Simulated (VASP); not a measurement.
# ZnO (P6_3/mmc) in VASP: a series of runs

The runs below take ZnO through single point, with PBE.

Everything below comes from runs of VASP 6.6.1. Logs are shortened: lines on timing, memory, paths and dates and some standing lists are left out, and cuts for length are marked.

## Step 1: The cell of the first run

The structure is hexagonal, space group P6_3/mmc (No. 194). The conventional cell has a = 3.444 Å, b = 3.444 Å, c = 4.618 Å, α = 90.00°, β = 90.00°, γ = 120.00°. Zn (site symmetry -6m2) has 5 O at 1.99 to 2.31 Å within 2.6 Å. O (site symmetry -6m2) has 5 Zn at 1.99 to 2.31 Å within 2.6 Å.

## Step 2: Single point, PBE

INCAR reads:

```
SYSTEM = ZnO
ALGO = Normal
EDIFF = 1E-6
ENCUT = 520
GGA = PE
ISIF = 2
ISMEAR = 0
LASPH = .TRUE.
LCHARG = .FALSE.
LREAL = .FALSE.
LWAVE = .FALSE.
NBANDS = 26
NELM = 80
PREC = Accurate
SIGMA = 0.01
```

KPOINTS reads:

```
k-points
0
G
  9 9 4
  0 0 0
```

POSCAR reads:

```
ZnO
1.0
    3.4443157333      0.0000000000      0.0000000000
   -1.7221578667      2.9828649237      0.0000000000
    0.0000000000      0.0000000000      4.6180208314
Zn O
2 2
Direct
    0.3333333333      0.6666666667      0.2500000000
    0.6666666667      0.3333333333      0.7500000000
    0.6666666667      0.3333333333      0.2500000000
    0.3333333333      0.6666666667      0.7500000000
```

Potentials or basis: VASP PAW PBE potentials, release 64 (Zn, O).

The run is started by

```bash
cat potpaw_PBE.64/Zn/POTCAR potpaw_PBE.64/O/POTCAR > POTCAR
mpirun -np 1 vasp_std > vasp.out
```

OUTCAR:

```text
SYSTEM = ZnO
   EDIFF = 1E-6
   ENCUT = 520
   GGA = PE
   ISIF = 2
   ISMEAR = 0
   LASPH = .TRUE.
   LREAL = .FALSE.
   NELM = 80
   PREC = Accurate

 ion  position               nearest neighbor table
   1  0.333  0.667  0.250-   3 1.99   3 1.99   3 1.99   4 2.31   4 2.31   2 3.05   2 3.05   2 3.05
                             2 3.05   2 3.05   2 3.05
   2  0.667  0.333  0.750-   4 1.99   4 1.99   4 1.99   3 2.31   3 2.31   1 3.05   1 3.05   1 3.05
                             1 3.05   1 3.05   1 3.05
   3  0.667  0.333  0.250-   1 1.99   1 1.99   1 1.99   2 2.31   2 2.31
   4  0.333  0.667  0.750-   2 1.99   2 1.99   2 1.99   1 2.31   1 2.31

  LATTYP: Found a hexagonal cell.
 ALAT       =     3.4443157333
 C/A-ratio  =     1.3407658266

  Lattice vectors:

 A1 = (   3.4443157333,   0.0000000000,   0.0000000000)
 A2 = (  -1.7221578667,   2.9828649237,   0.0000000000)
 A3 = (   0.0000000000,   0.0000000000,   4.6180208314)

Analysis of symmetry for initial positions (statically):
=====================================================================
 Subroutine PRICEL returns:
 Original cell was already a primitive cell.

 Routine SETGRP: Setting up the symmetry group for a
 hexagonal supercell.

 Subroutine GETGRP returns: Found 24 space group operations
 (whereof 12 operations were pure point group operations)
 out of a pool of 24 trial point group operations.

The static configuration has the point symmetry D_3d.
 The point group associated with its full space group is D_6h.

Analysis of symmetry for dynamics (positions and initial velocities):
=====================================================================
 Subroutine PRICEL returns:
 Original cell was already a primitive cell.

 Routine SETGRP: Setting up the symmetry group for a
 hexagonal supercell.

 Subroutine GETGRP returns: Found 24 space group operations
 (whereof 12 operations were pure point group operations)
 out of a pool of 24 trial point group operations.

The dynamic configuration has the point symmetry D_3d.
 The point group associated with its full space group is D_6h.

 Subroutine INISYM returns: Found 24 space group operations
 (whereof 12 operations are pure point group operations),
 and found     1 'primitive' translations

----------------------------------------------------------------------------------------

                                     Primitive cell

  volume of cell :      47.4452

  direct lattice vectors                    reciprocal lattice vectors
     3.444315733  0.000000000  0.000000000     0.290333430  0.167624084  0.000000000
    -1.722157867  2.982864924  0.000000000     0.000000000  0.335248168  0.000000000
     0.000000000  0.000000000  4.618020831     0.000000000  0.000000000  0.216542982

  length of vectors
     3.444315733  3.444315733  4.618020831     0.335248168  0.335248168  0.216542982

  position of ions in fractional coordinates (direct lattice)
     0.333333333  0.666666667  0.250000000
     0.666666667  0.333333333  0.750000000
     0.666666667  0.333333333  0.250000000
     0.333333333  0.666666667  0.750000000

  ion indices of the primitive-cell ions
   primitive index   ion index
                 1           1
                 2           2
                 3           3
                 4           4

----------------------------------------------------------------------------------------

 KPOINTS: k-points

Automatic generation of k-mesh.
 Grid dimensions read from file:
 generate k-points for:    9    9    4

 Generating k-lattice:

  Cartesian coordinates                     Fractional coordinates (reciprocal lattice)
     0.032259270  0.018624898  0.000000000     0.111111111 -0.000000000  0.000000000
     0.000000000  0.037249796  0.000000000     0.000000000  0.111111111  0.000000000
     0.000000000  0.000000000  0.054135745     0.000000000  0.000000000  0.250000000

  Length of vectors
     0.037249796  0.037249796  0.054135745

  Shift w.r.t. Gamma in fractional coordinates (k-lattice)
     0.000000000  0.000000000  0.000000000

 Subroutine IBZKPT returns following result:
 ===========================================

 Found     36 irreducible k-points:

 Following reciprocal coordinates:
            Coordinates               Weight
  0.000000  0.000000  0.000000      1.000000
  0.111111 -0.000000  0.000000      6.000000
  0.222222  0.000000  0.000000      6.000000
  0.333333  0.000000  0.000000      6.000000
  0.444444  0.000000  0.000000      6.000000
  0.111111  0.111111  0.000000      6.000000
[... 16 lines left out ...]
  0.333333  0.222222  0.250000     24.000000
  0.333333  0.333333  0.250000      4.000000
 [... further k-points ...]
   k-points           NKPTS =     36   k-points in BZ     NKDIM =     36   number of bands    NBANDS=     26
   number of dos      NEDOS =    301   number of ions     NIONS =      4
   total plane-waves  NPLWV =  28224
   dimension x,y,z NGX =    28 NGY =   28 NGZ =   36
   dimension x,y,z NGXF=    56 NGYF=   56 NGZF=   72
   ions per type =               2   2
   NGX,Y,Z   is equivalent  to a cutoff of  13.51, 13.51, 12.96 a.u.
   NGXF,Y,Z  is equivalent  to a cutoff of  27.03, 27.03, 25.92 a.u.
 SYSTEM =  ZnO
   PREC   = accura    normal or accurate (medium, high low for compatibility)
   ISTART =      0    job   : 0-new  1-cont  2-samecut
   ICHARG =      2    charge: 1-file 2-atom 10-const
   ISPIN  =      1    spin polarized calculation?
   LNONCOLLINEAR =      F non collinear calculations
   LSORBIT =      F    spin-orbit coupling
   LASPH  =      T    aspherical Exc in radial PAW
   ENCUT  =  520.0 eV  38.22 Ry    6.18 a.u.   6.40  6.40  8.59*2*pi/ulx,y,z
   NELM   =     80;   NELMIN=  2; NELMDL= -5     # of ELM steps
   EDIFF  = 0.1E-05   stopping-criterion for ELM
   LREAL  =      F    real-space projection
   EDIFFG = 0.1E-04   stopping-criterion for IOM
   NSW    =      0    number of steps for IOM
   IBRION =     -1    ionic relax: 0-MD 1-quasi-New 2-CG
   NFREE  =      0    steps in history (QN), initial steepest desc. (CG)
   ISIF   =      2    stress and relaxation
   ISYM   =      2    0-nonsym 1-usesym 2-fastsym
   POTIM  = 0.5000    time-step for ionic-motion
   TEBEG  =    0.0;   TEEND  =   0.0 temperature during run
   PSTRESS=    0.0 pullay stress
   NELECT =      36.0000    total number of electrons
   NUPDOWN=      -1.0000    fix difference up-down
   EMIN   =  10.00;   EMAX   =-10.00  energy-range for DOS
   EFERMI =   0.00;   METHOD = LEGACY
   ISMEAR =     0;   SIGMA  =   0.01  broadening in eV -4-tet -1-fermi 0-gaus
   EFERMI_NEDOS =   21; number of points for ismear=-14 and -15
   IALGO  =     38    algorithm
   IMIX   =      4    mixing-type and parameters
     AMIX     =   0.40;   BMIX     =  1.00
     AMIX_MAG =   1.60;   BMIX_MAG =  1.00
  volume/ion in A,a.u.               =      11.86        80.04
  Fermi-wavevector in a.u.,A,eV,Ry     =   1.493178  2.821697 30.335276  2.229580
  Thomas-Fermi vector in A             =   2.605611
   LORBIT       =      0    0 simple, 1 ext, 2 COOP (PROOUT), +10 PAW based schemes
   GGA     = PE    functional components
   LHFCALC =     F    Hartree Fock is set to
   AEXX    =    0.0000 exact exchange contribution
   IVDW    =     0    specifies the selected vdW correction
   LEPSILON=     F    determine dielectric tensor
   LRPA    =     F    only Hartree local field effects (RPA)
 non-spin polarized calculation
 Gauss-broadening in eV      SIGMA  =   0.01
  energy-cutoff  :      520.00
  volume of cell :       47.45
 maximum number of plane-waves:      1302
 NGX is ok and might be reduce to    28
   NGX = 13   NGY = 13   NGZ = 17

 number of electron      35.9999996 magnetization

 Free energy of the ion-electron system (eV)
  ---------------------------------------------------
  ext. energy  EPLUGINS =         0.00000000
  ---------------------------------------------------
  free energy    TOTEN  =       -17.58316758 eV

  energy without entropy =      -17.58316758  energy(sigma->0) =      -17.58316758

 E-fermi :   1.1563     XC(G=0): -10.9600

 val. band max:        1.0420367628   @ k =   0.0000   0.0000   0.0000
 cond. band min:       1.9763858924   @ k =   0.0000   0.0000   0.0000
 fundamental gap:      0.9343491295
 Fermi energy:         1.1562739609

 k-point     1 :       0.0000    0.0000    0.0000
  band No.  band energies     occupation
      1     -16.7228      2.00000
      2     -15.6752      2.00000
      3      -4.5469      2.00000
      4      -4.5469      2.00000
      5      -4.4507      2.00000
      6      -4.4507      2.00000
[... 18 lines left out ...]
     25      14.0889      0.00000
     26      16.4948      0.00000

 k-point     2 :       0.1111   -0.0000    0.0000
  band No.  band energies     occupation
      1     -16.6606      2.00000
      2     -15.6649      2.00000
      3      -4.5574      2.00000
      4      -4.4935      2.00000
      5      -4.4756      2.00000
      6      -4.3711      2.00000
[... 18 lines left out ...]
     25      14.4042      0.00000
     26      16.7638      0.00000

 k-point     3 :       0.2222    0.0000    0.0000
  band No.  band energies     occupation
      1     -16.4915      2.00000
      2     -15.6475      2.00000
      3      -4.6235      2.00000
      4      -4.4344      2.00000
      5      -4.3327      2.00000
      6      -4.1620      2.00000
[... 18 lines left out ...]
     25      14.7674      0.00000
     26      15.3418      0.00000

 k-point     4 :       0.3333    0.0000    0.0000
  band No.  band energies     occupation
      1     -16.2679      2.00000
      2     -15.6543      2.00000
      3      -4.6625      2.00000
      4      -4.2685      2.00000
      5      -4.1035      2.00000
      6      -3.9852      2.00000
[... 18 lines left out ...]
     25      13.9853      0.00000
     26      16.6324      0.00000

 k-point     5 :       0.4444    0.0000    0.0000
  band No.  band energies     occupation
      1     -16.0804      2.00000
      2     -15.6977      2.00000
      3      -4.6349      2.00000
      4      -4.0493      2.00000
      5      -3.9834      2.00000
      6      -3.9190      2.00000
[... 18 lines left out ...]
     25      14.3406      0.00000
     26      16.3001      0.00000

 k-point     6 :       0.1111    0.1111    0.0000
  band No.  band energies     occupation
      1     -16.5447      2.00000
      2     -15.6512      2.00000
      3      -4.5587      2.00000
      4      -4.5258      2.00000
      5      -4.3615      2.00000
      6      -4.2248      2.00000
[... 427 lines left out ...]
 k-point    21 :       0.4444    0.1111    0.2500
  band No.  band energies     occupation
      1     -15.9549      2.00000
      2     -15.7419      2.00000
      3      -4.7016      2.00000
      4      -4.4230      2.00000
      5      -4.0660      2.00000
      6      -3.9898      2.00000
[... 18 lines left out ...]
     25      14.4115      0.00000
     26      14.5921      0.00000

 k-point    22 :       0.2222    0.2222    0.2500
  band No.  band energies     occupation
      1     -16.0657      2.00000
      2     -15.7234      2.00000
      3      -4.5845      2.00000
      4      -4.5831      2.00000
      5      -4.0981      2.00000
      6      -4.0104      2.00000
[... 18 lines left out ...]
     25      13.4043      0.00000
     26      15.6581      0.00000

 k-point    23 :       0.3333    0.2222    0.2500
  band No.  band energies     occupation
      1     -15.9216      2.00000
      2     -15.7506      2.00000
      3      -4.5185      2.00000
      4      -4.4063      2.00000
      5      -4.0464      2.00000
      6      -4.0079      2.00000
[... 18 lines left out ...]
     25      14.1509      0.00000
     26      15.2176      0.00000

 k-point    24 :       0.3333    0.3333    0.2500
  band No.  band energies     occupation
      1     -15.8162      2.00000
      2     -15.8162      2.00000
      3      -4.3702      2.00000
      4      -4.3702      2.00000
      5      -3.9914      2.00000
      6      -3.9914      2.00000
[... 18 lines left out ...]
     25      15.1852      0.00000
     26      15.1852      0.00000

 [... further k-points ...]

------------------------ aborting loop because EDIFF is reached ----------------------------------------

  FORCE on cell =-STRESS in cart. coord.  units (eV):
  Direction    XX          YY          ZZ          XY          YZ          ZX
  --------------------------------------------------------------------------------------
  -------------------------------------------------------------------------------------
  Total        0.3477587      0.3477587      0.1305808     -0.0000000      0.0000000      0.0000000
  in kB       11.7434631     11.7434631      4.4095825     -0.0000000      0.0000000      0.0000000
  external PRESSURE =       9.2988362 kB  Pullay stress =       0.0000000 kB

 VOLUME and BASIS-vectors are now :
 -----------------------------------------------------------------------------
  energy-cutoff  :      520.00
  volume of cell :       47.45
      direct lattice vectors                 reciprocal lattice vectors
     3.444315733  0.000000000  0.000000000     0.290333430  0.167624084  0.000000000
    -1.722157867  2.982864924  0.000000000     0.000000000  0.335248168  0.000000000
     0.000000000  0.000000000  4.618020831     0.000000000  0.000000000  0.216542982

 POSITION                                       TOTAL-FORCE (eV/Angst)
 -----------------------------------------------------------------------------------
     -0.00000      1.98858      1.15451         0.000000      0.000000     -0.000000
      1.72216      0.99429      3.46352         0.000000      0.000000      0.000000
      1.72216      0.99429      1.15451         0.000000     -0.000000      0.000000
     -0.00000      1.98858      3.46352        -0.000000      0.000000      0.000000
 -----------------------------------------------------------------------------------
    total drift:                               -0.000000      0.000000      0.000000

  FREE ENERGIE OF THE ION-ELECTRON SYSTEM (eV)
  ---------------------------------------------------
  free  energy   TOTEN  =       -17.5831675847 eV

  energy  without entropy=      -17.5831675847  energy(sigma->0) =      -17.58316758
```

Run time: 43 s. Hardware: 1 thread of Intel Xeon Platinum 8375C at 2.90GHz (Ice Lake), shared host; peak memory 0.18 GiB.

Results:

| Property | Result |
| --- | --- |
| Free energy | -17.5832 eV |
| Pressure | 0.9 GPa |
| Band gap on the k mesh | 0.93 eV, direct |

Stress tensor (GPa, compression positive):
```
1.17 0.00 0.00
0.00 1.17 0.00
0.00 0.00 0.44
```

Expect the measured gap to be larger: semilocal functionals such as PBE lack the derivative discontinuity.

## Step 3: Single point, PBE (volume changed by +3%)

INCAR reads:

```
SYSTEM = ZnO
PREC = Accurate ; ENCUT = 520
EDIFF = 1E-6 ; ISMEAR = 0
SIGMA = 0.01 ; LREAL = .False.
LASPH = .True. ; NELM = 80
ALGO = Normal ; ISIF = 2
LWAVE = .False. ; LCHARG = .True.
GGA = PE ; LELF = .True.
LVHAR = .True. ; NBANDS = 26
```

KPOINTS reads:

```
Automatic mesh
0
Gamma
  9 9 4
  0 0 0
```

POSCAR reads:

```
ZnO
1.0
    3.4784200873      0.0000000000      0.0000000000
   -1.7392100436      3.0124001606      0.0000000000
    0.0000000000      0.0000000000      4.6637467837
Zn O
2 2
Direct
    0.3333333333      0.6666666667      0.2500000000
    0.6666666667      0.3333333333      0.7500000000
    0.6666666667      0.3333333333      0.2500000000
    0.3333333333      0.6666666667      0.7500000000
```

Potentials or basis: VASP PAW PBE potentials, release 64 (Zn, O).

The run is started by

```bash
cat potpaw_PBE.64/Zn/POTCAR potpaw_PBE.64/O/POTCAR > POTCAR
mpirun -np 1 vasp_std > vasp.out
```

Wall time 46 s (1 thread of Intel Xeon Platinum 8375C at 2.90GHz (Ice Lake), shared host); peak memory 0.18 GiB.

It converged, with:

```yaml
Free_energy: -17.5751 eV
Pressure: -3.0 GPa
Band_gap_on_the_k_mesh: 0.86 eV, indirect (least direct gap 0.87 eV)
```

Stress tensor (GPa, compression positive):
```
-3.16  0.00  0.00
 0.00 -3.16  0.00
 0.00  0.00 -2.56
```

Levels at points of the mesh, in eV from the valence-band top:
```csv
k point,band 14,band 15,band 16,band 17,band 18,band 19,band 20,band 21,band 22,band 23
"(0.00, 0.00, 0.00)",-0.66,-0.66,-0.62,-0.01,-0.01,0.86,4.64,9.46,11.38,11.38
"(0.00, 0.00, 0.50)",-2.16,-0.29,-0.29,-0.29,-0.29,4.04,4.04,10.90,10.90,11.52
```

[end of part 1 of 2]
